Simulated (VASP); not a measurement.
Input of a VASP 6.6.1 run:

INCAR

```
SYSTEM = MgO
PREC     = Accurate       ! precision mode
ENCUT    = 520            ! plane-wave cutoff, eV
EDIFF    = 1E-6           ! SCF threshold, eV
ISMEAR   = 0              ! smearing method
SIGMA    = 0.02           ! smearing width, eV
LREAL    = .False.        ! projectors in reciprocal space
LASPH    = .True.         ! aspherical terms in the spheres
NELM     = 80             ! most SCF steps
ALGO     = Normal         ! electronic algorithm
ISIF     = 2              ! what is computed and relaxed
LWAVE    = .False.        ! write WAVECAR
LCHARG   = .False.        ! write CHGCAR
GGA      = PS             ! functional
NBANDS   = 11             ! bands
```

The input KPOINTS:

```
Automatic mesh
0
Gamma
  8 8 8
  0 0 0
```

The input POSCAR:

```
MgO
1.0
    0.0000000000      2.1074458598      2.1074458598
    2.1074458598      0.0000000000      2.1074458598
    2.1074458598      2.1074458598      0.0000000000
Mg O
1 1
Direct
    0.0000000000      0.0000000000      0.0000000000
    0.5000000000      0.5000000000      0.5000000000
```

Potentials or basis: VASP PAW PBE potentials, release 64 (Mg, O).

The run is started by

```sh
$ cat potpaw_PBE.64/Mg/POTCAR potpaw_PBE.64/O/POTCAR > POTCAR
$ mpirun -np 1 vasp_std > vasp.out
```

(1) Predict the band gap on the k mesh.

(2) What does it give for the pressure?

Answers

(1) 4.61 eV, direct.

(2) -0.6 GPa.

Caveat: the PAW data sets were made with another functional, which shifts forces and pressure a little.

**What was measured.**

From “Electronic structure of alkaline earth and post-transition metal oxides”, 2009, arxiv:0908.1581, for a bulk crystal of MgO: band gap 7.83 eV.

Measured gap of MgO: 7.83 eV (quoted in “Electronic structure of alkaline earth and post-transition metal oxides”, 2009, arxiv:0908.1581). This calculation gives 4.61 eV (-3.22 eV). The value is that of PBEsol, without temperature or zero-point motion. Semilocal functionals fall short of measured gaps as a rule.
